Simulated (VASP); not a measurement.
# F (Pm-3m) in VASP: a series of runs

The runs below take F through single point, with PBE.

Everything below comes from runs of VASP 6.6.1. Logs are shortened: lines on timing, memory, paths and dates and some standing lists are left out, and cuts for length are marked.

**1. The cell of the first run**

The structure is cubic, space group Pm-3m (No. 221). The conventional cell has a = 1.614 Å, b = 1.614 Å, c = 1.614 Å, α = 90.00°, β = 90.00°, γ = 90.00°. F (site symmetry m-3m) has 6 F at 1.61 Å within 2.1 Å.

**2. Single point, PBE (volume scaled by 0.4)**

INCAR

```
  PREC = Accurate
  ENCUT = 520
  EDIFF = 1E-6
  ISMEAR = -1
  SIGMA = 0.05
  LREAL = False
  LASPH = True
  NELM = 60
  ALGO = Normal
  ISIF = 2
  LWAVE = False
  LCHARG = False
  GGA = PE
  NBANDS = 10
```

KPOINTS

```
Automatic mesh
0
Gamma
  17 17 17
```

POSCAR

```
F
1.0
    1.6142902232      0.0000000000      0.0000000000
    0.0000000000      1.6142902232      0.0000000000
    0.0000000000      0.0000000000      1.6142902232
F
1
Direct
    0.0000000000      0.0000000000      0.0000000000
```

Potentials or basis: VASP PAW PBE potentials, release 64 (F).

Launch:

```console
$ cat potpaw_PBE.64/F/POTCAR > POTCAR
$ mpirun -np 1 vasp_std > vasp.out
```

OUTCAR:

```text
PREC = Accurate
   ENCUT = 520
   EDIFF = 1E-6
   ISMEAR = -1
   LREAL = False
   LASPH = True
   NELM = 60
   ISIF = 2
   GGA = PE

 ion  position               nearest neighbor table
   1  0.000  0.000  0.000-

  LATTYP: Found a simple cubic cell.
 ALAT       =     1.6142902232

  Lattice vectors:

 A1 = (   1.6142902232,   0.0000000000,   0.0000000000)
 A2 = (   0.0000000000,   1.6142902232,   0.0000000000)
 A3 = (   0.0000000000,   0.0000000000,   1.6142902232)

Analysis of symmetry for initial positions (statically):
=====================================================================
 Subroutine PRICEL returns:
 Original cell was already a primitive cell.

 Routine SETGRP: Setting up the symmetry group for a
 simple cubic supercell.

 Subroutine GETGRP returns: Found 48 space group operations
 (whereof 48 operations were pure point group operations)
 out of a pool of 48 trial point group operations.

The static configuration has the point symmetry O_h .

Analysis of symmetry for dynamics (positions and initial velocities):
=====================================================================
 Subroutine PRICEL returns:
 Original cell was already a primitive cell.

 Routine SETGRP: Setting up the symmetry group for a
 simple cubic supercell.

 Subroutine GETGRP returns: Found 48 space group operations
 (whereof 48 operations were pure point group operations)
 out of a pool of 48 trial point group operations.

The dynamic configuration has the point symmetry O_h .

 Subroutine INISYM returns: Found 48 space group operations
 (whereof 48 operations are pure point group operations),
 and found     1 'primitive' translations

----------------------------------------------------------------------------------------

                                     Primitive cell

  volume of cell :       4.2067

  direct lattice vectors                    reciprocal lattice vectors
     1.614290223  0.000000000  0.000000000     0.619467296  0.000000000  0.000000000
     0.000000000  1.614290223  0.000000000     0.000000000  0.619467296  0.000000000
     0.000000000  0.000000000  1.614290223     0.000000000  0.000000000  0.619467296

  length of vectors
     1.614290223  1.614290223  1.614290223     0.619467296  0.619467296  0.619467296

[... 77 lines left out ...]
   NELM   =     60;   NELMIN=  2; NELMDL= -5     # of ELM steps
   EDIFF  = 0.1E-05   stopping-criterion for ELM
   LREAL  =      F    real-space projection
   EDIFFG = 0.1E-04   stopping-criterion for IOM
   NSW    =      0    number of steps for IOM
   IBRION =     -1    ionic relax: 0-MD 1-quasi-New 2-CG
   NFREE  =      0    steps in history (QN), initial steepest desc. (CG)
   ISIF   =      2    stress and relaxation
   ISYM   =      2    0-nonsym 1-usesym 2-fastsym
   POTIM  = 0.5000    time-step for ionic-motion
   TEBEG  =    0.0;   TEEND  =   0.0 temperature during run
   PSTRESS=    0.0 pullay stress
   NELECT =       7.0000    total number of electrons
   NUPDOWN=      -1.0000    fix difference up-down
   EMIN   =  10.00;   EMAX   =-10.00  energy-range for DOS
   EFERMI =   0.00;   METHOD = LEGACY
   ISMEAR =    -1;   SIGMA  =   0.05  broadening in eV -4-tet -1-fermi 0-gaus
   EFERMI_NEDOS =   21; number of points for ismear=-14 and -15
   IALGO  =     38    algorithm
   IMIX   =      4    mixing-type and parameters
     AMIX     =   0.40;   BMIX     =  1.00
     AMIX_MAG =   1.60;   BMIX_MAG =  1.00
  volume/ion in A,a.u.               =       4.21        28.39
  Fermi-wavevector in a.u.,A,eV,Ry     =   1.939959  3.665991 51.204725  3.763441
  Thomas-Fermi vector in A             =   2.969957
   LORBIT       =      0    0 simple, 1 ext, 2 COOP (PROOUT), +10 PAW based schemes
   GGA     = PE    functional components
   LHFCALC =     F    Hartree Fock is set to
   AEXX    =    0.0000 exact exchange contribution
   IVDW    =     0    specifies the selected vdW correction
   LEPSILON=     F    determine dielectric tensor
   LRPA    =     F    only Hartree local field effects (RPA)
 non-spin polarized calculation
  energy-cutoff  :      520.00
  volume of cell :        4.21
 maximum number of plane-waves:       130
   NGX =  7   NGY =  7   NGZ =  7

 number of electron       6.9999986 magnetization

 Free energy of the ion-electron system (eV)
  ---------------------------------------------------
  ext. energy  EPLUGINS =         0.00000000
  ---------------------------------------------------
  free energy    TOTEN  =         3.57257065 eV

  energy without entropy =        3.57632885  energy(sigma->0) =        3.57444975

 E-fermi :  11.8251     XC(G=0): -15.6252

 val. band max:       11.7809701139   @ k =   0.2941   0.0588   0.0588
 cond. band min:      11.8543253165   @ k =   0.1765   0.1176   0.0000
 fundamental gap:      0.0733552027
 Fermi energy:        11.8251027035

 k-point     1 :       0.0000    0.0000    0.0000
  band No.  band energies     occupation
      1     -23.5978      2.00000
      2      11.1528      2.00000
      3      11.1528      2.00000
      4      11.1528      2.00000
      5      34.0690      0.00000
      6      46.3042      0.00000
      7      46.3042      0.00000
      8      74.4757      0.00000
      9      74.4757      0.00000
     10      74.4757      0.00000
[... 287 lines left out ...]
 k-point    24 :       0.4706    0.1176    0.0000
  band No.  band energies     occupation
      1     -16.5026      2.00000
      2      -4.6927      2.00000
      3      11.2158      1.99999
      4      13.1879      0.00000
      5      37.9001      0.00000
      6      48.9876      0.00000
      7      56.4336      0.00000
      8      58.2134      0.00000
      9      63.5119      0.00000
     10      75.6807      0.00000

 [... further k-points ...]

------------------------ aborting loop because EDIFF is reached ----------------------------------------

  FORCE on cell =-STRESS in cart. coord.  units (eV):
  Direction    XX          YY          ZZ          XY          YZ          ZX
  --------------------------------------------------------------------------------------
  -------------------------------------------------------------------------------------
  Total       14.6660859     14.6660859     14.6660859     -0.0000000     -0.0000000     -0.0000000
  in kB     5585.7302476   5585.7302476   5585.7302476     -0.0000000     -0.0000000     -0.0000000
  external PRESSURE =    5585.7302476 kB  Pullay stress =       0.0000000 kB

 VOLUME and BASIS-vectors are now :
 -----------------------------------------------------------------------------
  energy-cutoff  :      520.00
  volume of cell :        4.21
      direct lattice vectors                 reciprocal lattice vectors
     1.614290223  0.000000000  0.000000000     0.619467296  0.000000000  0.000000000
     0.000000000  1.614290223  0.000000000     0.000000000  0.619467296  0.000000000
     0.000000000  0.000000000  1.614290223     0.000000000  0.000000000  0.619467296

 POSITION                                       TOTAL-FORCE (eV/Angst)
 -----------------------------------------------------------------------------------
      0.00000      0.00000      0.00000         0.000000      0.000000      0.000000
 -----------------------------------------------------------------------------------
    total drift:                                0.000000     -0.000000      0.000000

  FREE ENERGIE OF THE ION-ELECTRON SYSTEM (eV)
  ---------------------------------------------------
  free  energy   TOTEN  =         3.5725706535 eV

  energy  without entropy=        3.5763288516  energy(sigma->0) =        3.57444975
```

stdout:

```text
POSCAR found type information on POSCAR F
 POSCAR found :  1 types and       1 ions
 scaLAPACK will be used
 LDA part: xc-table for (Slater+PW92), standard interpolation
 POSCAR, INCAR and KPOINTS ok, starting setup
 FFT: planning ... GRIDC
 FFT: planning ... GRID_SOFT
 FFT: planning ... GRID
 WAVECAR not read
 entering main loop
```

Wall time 2.4 s (1 thread of Intel Xeon Platinum 8375C at 2.90GHz (Ice Lake), shared host); peak memory 0.1 GiB.

What came out:

```yaml
Free_energy: 3.5726 eV
Pressure: 558.6 GPa
```

Caveat: an odd number of electrons without spin polarisation forces a metal; a magnetic or distorted state may lie lower.

**3. Single point, PBE (volume scaled by 0.4)**

INCAR

```
SYSTEM = F
PREC = Accurate ; ENCUT = 520
EDIFF = 1E-7 ; ISMEAR = -1
SIGMA = 0.05 ; LREAL = .False.
LASPH = .True. ; NELM = 100
ALGO = Normal ; ISIF = 2
LWAVE = .False. ; LCHARG = .False.
GGA = PE ; NBANDS = 10
```

KPOINTS

```
Automatic mesh
0
Gamma
  17 17 17
  0 0 0
```

POSCAR is that of step 2.

Potentials or basis: VASP PAW PBE potentials, release 64 (F).

Launch:

```console
$ cat potpaw_PBE.64/F/POTCAR > POTCAR
$ mpirun -np 1 vasp_std > vasp.out
```

It took 2.4 s on 1 thread of Intel Xeon Platinum 8375C at 2.90GHz (Ice Lake), shared host; peak memory 0.11 GiB.

The run converged. Its results:

* Free energy: 3.5726 eV
* Pressure: 558.6 GPa

Levels at points of the mesh, in eV from the Fermi level:
| k point | band 2 | band 3 | band 4 | band 5 | band 6 | band 7 |
| --- | --- | --- | --- | --- | --- | --- |
| (0.00, 0.00, 0.00) | -0.67 | -0.67 | -0.67 | 22.24 | 34.48 | 34.48 |

Caveat: an odd number of electrons without spin polarisation forces a metal; a magnetic or distorted state may lie lower.

**4. Single point, PBE (volume scaled by 0.5)**

INCAR

```
SYSTEM = F
PREC     = Accurate       ! precision mode
ENCUT    = 520            ! plane-wave cutoff, eV
EDIFF    = 1E-7           ! SCF threshold, eV
ISMEAR   = -1             ! smearing method
SIGMA    = 0.05           ! smearing width, eV
LREAL    = .FALSE.        ! projectors in reciprocal space
LASPH    = .TRUE.         ! aspherical terms in the spheres
NELM     = 60             ! most SCF steps
ALGO     = Normal         ! electronic algorithm
ISIF     = 2              ! what is computed and relaxed
LWAVE    = .FALSE.        ! write WAVECAR
LCHARG   = .FALSE.        ! write CHGCAR
GGA      = PE             ! functional
NBANDS   = 10             ! bands
```

KPOINTS

```
regular mesh
0
G
  17 17 17
  0 0 0
```

POSCAR

```
F
1.0
    1.7389414284      0.0000000000      0.0000000000
    0.0000000000      1.7389414284      0.0000000000
    0.0000000000      0.0000000000      1.7389414284
F
1
Direct
    0.0000000000      0.0000000000      0.0000000000
```

Potentials or basis: VASP PAW PBE potentials, release 64 (F).

Launch:

```console
$ cat potpaw_PBE.64/F/POTCAR > POTCAR
$ mpirun -np 1 vasp_std > vasp.out
```

OUTCAR:

```text
SYSTEM = F
   PREC = Accurate
   ENCUT = 520
   EDIFF = 1E-7
   ISMEAR = -1
   LREAL = .FALSE.
   LASPH = .TRUE.
   NELM = 60
   ISIF = 2
   GGA = PE

 ion  position               nearest neighbor table
   1  0.000  0.000  0.000-

  LATTYP: Found a simple cubic cell.
 ALAT       =     1.7389414284

  Lattice vectors:

 A1 = (   1.7389414284,   0.0000000000,   0.0000000000)
 A2 = (   0.0000000000,   1.7389414284,   0.0000000000)
 A3 = (   0.0000000000,   0.0000000000,   1.7389414284)

Analysis of symmetry for initial positions (statically):
=====================================================================
 Subroutine PRICEL returns:
 Original cell was already a primitive cell.

 Routine SETGRP: Setting up the symmetry group for a
 simple cubic supercell.

 Subroutine GETGRP returns: Found 48 space group operations
 (whereof 48 operations were pure point group operations)
 out of a pool of 48 trial point group operations.

The static configuration has the point symmetry O_h .

Analysis of symmetry for dynamics (positions and initial velocities):
=====================================================================
 Subroutine PRICEL returns:
 Original cell was already a primitive cell.

 Routine SETGRP: Setting up the symmetry group for a
 simple cubic supercell.

 Subroutine GETGRP returns: Found 48 space group operations
 (whereof 48 operations were pure point group operations)
 out of a pool of 48 trial point group operations.

The dynamic configuration has the point symmetry O_h .

 Subroutine INISYM returns: Found 48 space group operations
 (whereof 48 operations are pure point group operations),
 and found     1 'primitive' translations

----------------------------------------------------------------------------------------

                                     Primitive cell

[... 110 lines left out ...]
  Fermi-wavevector in a.u.,A,eV,Ry     =   1.800898  3.403205 44.126894  3.243235
  Thomas-Fermi vector in A             =   2.861531
   LORBIT       =      0    0 simple, 1 ext, 2 COOP (PROOUT), +10 PAW based schemes
   GGA     = PE    functional components
   LHFCALC =     F    Hartree Fock is set to
   AEXX    =    0.0000 exact exchange contribution
   IVDW    =     0    specifies the selected vdW correction
   LEPSILON=     F    determine dielectric tensor
   LRPA    =     F    only Hartree local field effects (RPA)
 non-spin polarized calculation
  energy-cutoff  :      520.00
  volume of cell :        5.26
 maximum number of plane-waves:       150
 NGX is ok and might be reduce to    14
   NGX =  7   NGY =  7   NGZ =  7

 number of electron       7.0000001 magnetization

 Free energy of the ion-electron system (eV)
  ---------------------------------------------------
  ext. energy  EPLUGINS =         0.00000000
  ---------------------------------------------------
  free energy    TOTEN  =         1.05350406 eV

  energy without entropy =        1.05862229  energy(sigma->0) =        1.05606317

 E-fermi :   6.7572     XC(G=0): -14.0908

 val. band max:        6.7453355250   @ k =   0.2941   0.0588   0.0000
 cond. band min:       6.7824854402   @ k =   0.2941   0.0588   0.0588
 fundamental gap:      0.0371499153
 Fermi energy:         6.7571860225

 k-point     1 :       0.0000    0.0000    0.0000
  band No.  band energies     occupation
      1     -23.9301      2.00000
      2       6.3295      1.99961
      3       6.3295      1.99961
      4       6.3295      1.99961
      5      25.6459      0.00000
      6      39.9441      0.00000
      7      39.9441      0.00000
      8      62.7930      0.00000
      9      62.7930      0.00000
     10      62.7930      0.00000
[... 287 lines left out ...]
 k-point    24 :       0.4706    0.1176    0.0000
  band No.  band energies     occupation
      1     -18.8564      2.00000
      2      -5.6433      2.00000
      3       6.2669      1.99989
      4       7.7890      0.00000
      5      30.8070      0.00000
      6      39.0291      0.00000
      7      48.2930      0.00000
      8      49.8492      0.00000
      9      54.6892      0.00000
     10      65.0005      0.00000

 [... further k-points ...]

------------------------ aborting loop because EDIFF is reached ----------------------------------------

  FORCE on cell =-STRESS in cart. coord.  units (eV):
  Direction    XX          YY          ZZ          XY          YZ          ZX
  --------------------------------------------------------------------------------------
  -------------------------------------------------------------------------------------
  Total        8.2230447      8.2230447      8.2230447     -0.0000000      0.0000000     -0.0000000
  in kB     2505.4651911   2505.4651911   2505.4651911     -0.0000000      0.0000000     -0.0000000
  external PRESSURE =    2505.4651911 kB  Pullay stress =       0.0000000 kB

 VOLUME and BASIS-vectors are now :
 -----------------------------------------------------------------------------
  energy-cutoff  :      520.00
  volume of cell :        5.26
      direct lattice vectors                 reciprocal lattice vectors
     1.738941428  0.000000000  0.000000000     0.575062497  0.000000000  0.000000000
     0.000000000  1.738941428  0.000000000     0.000000000  0.575062497  0.000000000
     0.000000000  0.000000000  1.738941428     0.000000000  0.000000000  0.575062497

 POSITION                                       TOTAL-FORCE (eV/Angst)
 -----------------------------------------------------------------------------------
      0.00000      0.00000      0.00000         0.000000      0.000000      0.000000
 -----------------------------------------------------------------------------------
    total drift:                               -0.000000     -0.000000     -0.000000

  FREE ENERGIE OF THE ION-ELECTRON SYSTEM (eV)
  ---------------------------------------------------
  free  energy   TOTEN  =         1.0535040570 eV

  energy  without entropy=        1.0586222920  energy(sigma->0) =        1.05606317
```

OSZICAR:

```text
N       E                     dE             d eps       ncg     rms          rms(c)
DAV:   1     0.165278353333E+02    0.16528E+02   -0.43128E+03  3706   0.672E+02
DAV:   2     0.107843491889E+01   -0.15449E+02   -0.14796E+02  3662   0.132E+02
DAV:   3     0.959221410267E+00   -0.11921E+00   -0.11862E+00  3910   0.890E+00
DAV:   4     0.959181202389E+00   -0.40208E-04   -0.40208E-04  3578   0.204E-01
DAV:   5     0.959181182646E+00   -0.19743E-07   -0.19480E-07  3664   0.401E-03    0.228E+00
DAV:   6     0.104546393433E+01    0.86283E-01   -0.16601E-01  3394   0.366E+00    0.837E-01
DAV:   7     0.105421837577E+01    0.87544E-02   -0.45839E-02  3432   0.199E+00    0.218E-01
DAV:   8     0.105350856723E+01   -0.70981E-03   -0.79856E-04  3458   0.258E-01    0.143E-02
DAV:   9     0.105350519351E+01   -0.33737E-05   -0.32800E-06  3790   0.191E-02    0.934E-03
DAV:  10     0.105350409805E+01   -0.10955E-05   -0.19136E-06  3494   0.131E-02    0.857E-04
DAV:  11     0.105350405699E+01   -0.41063E-07   -0.51037E-08  3396   0.197E-03
   1 F= 0.10535041E+01 E0= 0.10560632E+01  d E =-.511823E-02
```

It took 3 s on 1 thread of Intel Xeon Platinum 8375C at 2.90GHz (Ice Lake), shared host; peak memory 0.11 GiB.

Results:

* Free energy: 1.0535 eV
* Pressure: 250.5 GPa

Levels at points of the mesh, in eV from the Fermi level:
| k point | band 1 | band 2 | band 3 | band 4 | band 5 | band 6 | band 7 | band 8 | band 9 |
| --- | --- | --- | --- | --- | --- | --- | --- | --- | --- |
| (0.00, 0.00, 0.00) | -30.69 | -0.43 | -0.43 | -0.43 | 18.89 | 33.19 | 33.19 | 56.04 | 56.04 |

Caveat: an odd number of electrons without spin polarisation forces a metal; a magnetic or distorted state may lie lower.
